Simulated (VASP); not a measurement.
Runs of VASP 6.6.1 on PbS. It takes space group R3m (No. 160, trigonal). The conventional cell has a = 4.201 Å, b = 4.201 Å, c = 10.291 Å, α = 90.00°, β = 90.00°, γ = 120.00°. Pb (site symmetry 3m) has 6 S at 2.97 Å within 3.9 Å. S (site symmetry 3m) has 6 Pb at 2.97 Å within 3.9 Å. 

```tsv
level	k mesh	grid for exact exchange (PRECFOCK)	share of exact exchange	screening parameter	gap on the mesh (eV)	pressure (GPa)
r2SCAN+rVV10	6 × 6 × 6	-	-	-	(a)	0.1
r2SCAN	6 × 6 × 6	-	-	-	0.64	1.0
r2SCAN+D4	6 × 6 × 6	-	-	-	0.64	(b)
r2SCAN	3 × 3 × 3	-	-	-	-	0.1
PBE-based screened hybrid	4 × 4 × 4	Normal	0.3	0.1 1/Å	1.26	0.4
```

Alike in all rows: task single point; potentials or basis VASP PAW PBE potentials, release 64 (Pb_d, S); no spin polarisation; cell as given; cutoff (eV) 520; smearing gaussian 0.01 eV.

Estimate the missing entries.

(a) 0.60; (b) 0.3.

Caveats: some runs use coarse meshes; the PAW data sets were made with another functional, which shifts forces and pressure a little; spin-orbit coupling is left out, which moves the levels of the heavy elements.

A k mesh can miss the band edges, and the runs leave out spin-orbit coupling on Pb.
